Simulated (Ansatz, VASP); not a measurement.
**S in VASP and in Ansatz**

File POSCAR:

```
S
1.0
    3.6273425488      0.0000000000      0.0000000000
   -1.8136712745      3.1413707955      0.0000000000
    0.0000000000      0.0000000000      2.0843649310
S
1
Direct
    0.0000000000      0.0000000000      0.0000000000
```

The input INCAR.step1:

```
PREC = Accurate
ENCUT = 600
ISMEAR = 0
SIGMA = 0.1
LREAL = F
LASPH = T
NELM = 100
GGA = PE
ALGO = Normal
EDIFF = 1E-4
LWAVE = T
LCHARG = F
```

File INCAR.step2:

```
PREC = Accurate
ENCUT = 600
EDIFF = 1E-7
ISMEAR = 0
SIGMA = 0.1
LREAL = F
LASPH = T
NELM = 100
ALGO = Normal
ISIF = 3
LWAVE = F
LCHARG = F
METAGGA = R2SCAN
LMIXTAU = T
IBRION = 2
NSW = 100
EDIFFG = -0.01
ISTART = 1
```

The input KPOINTS:

```
regular mesh
0
Gamma
  18 18 26
```

Input for Ansatz:

```yaml
crystal:
  lattice:
    - [3.6273425488, 0.0, 0.0]
    - [-1.8136712745, 3.1413707955, 0.0]
    - [0.0, 0.0, 2.084364931]
  atoms:
    - { symbol: S, position: [0.0, 0.0, 0.0] }
basis:
  ecutwfc: 500
kpoints:
  mp_grid: { grid: [18, 18, 26] }
hamiltonian:
  xc: r2scan
scf:
  occupations: { method: gaussian, width: 0.1 }
output:
  forces: true
  stress: true
  eigenvalues: true
relax:
  adjacent_minimum: "off"
  f_tol: 0.01
  max_steps: 80
  cell: { stress_tol: 0.05 }
```

Alike in both runs: task relaxation of cell and atoms; functional r2SCAN; k mesh 18 × 18 × 26; occupations gaussian, width 0.1 eV; no spin polarisation.

```csv
,VASP,Ansatz
version,VASP 6.6.1,Ansatz 0.2.0
potentials or method,"VASP PAW PBE potentials, release 64 (S), cutoff 600 eV","scalar-relativistic, plane waves, PAW"
valence electrons in the cell,6,6
```

|  | VASP | Ansatz | Ansatz less VASP |
| --- | --- | --- | --- |
| gap on the k mesh at the Fermi level, each at its own relaxed structure (eV) | none | none | - |
| relaxed volume (Å³/atom) | 23.69 | 23.75 | +0.062 |
| relaxed length of the cell vector where the two differ most in proportion (Å) | 2.080 | 2.084 | +0.0048 |

VASP's potentials were made for PBE, not for r2SCAN. A gap of «none» marks a metal or a gap that the smearing closes.
